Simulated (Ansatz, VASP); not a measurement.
# MgO: VASP beside Ansatz

```xyz
2
Lattice="0.0000 2.1245 2.1245 2.1245 0.0000 2.1245 2.1245 2.1245 0.0000" Properties=species:S:1:pos:R:3 pbc="T T T"
Mg    0.0000    0.0000    0.0000
O     2.1245    2.1245    2.1245
```

Alike in both runs: task single point; functional LDA; k mesh 8 × 8 × 8; occupations gaussian, width 0.1 eV; no spin polarisation.

|  | VASP | Ansatz |
| --- | --- | --- |
| version | VASP 6.6.1 | Ansatz 0.2.0 |
| potentials or method | VASP PAW LDA potentials, release 64 (Mg_sv, O), cutoff 750 eV | scalar-relativistic, plane waves, PAW |
| valence electrons in the cell | 16 | 16 |

```tsv
	VASP	Ansatz	Ansatz less VASP
gap on the k mesh at the Fermi level (eV)	4.42	4.41	-0.009
least direct gap on the mesh (eV)	4.42	4.41	-0.009
pressure (GPa)	-9.8	-9.5	+0.30
```

Ansatz warns that its potentials were made for another functional, while VASP's fit it. LDA's correlation is that of Perdew and Zunger in VASP and of Perdew and Wang (1992) in Ansatz.
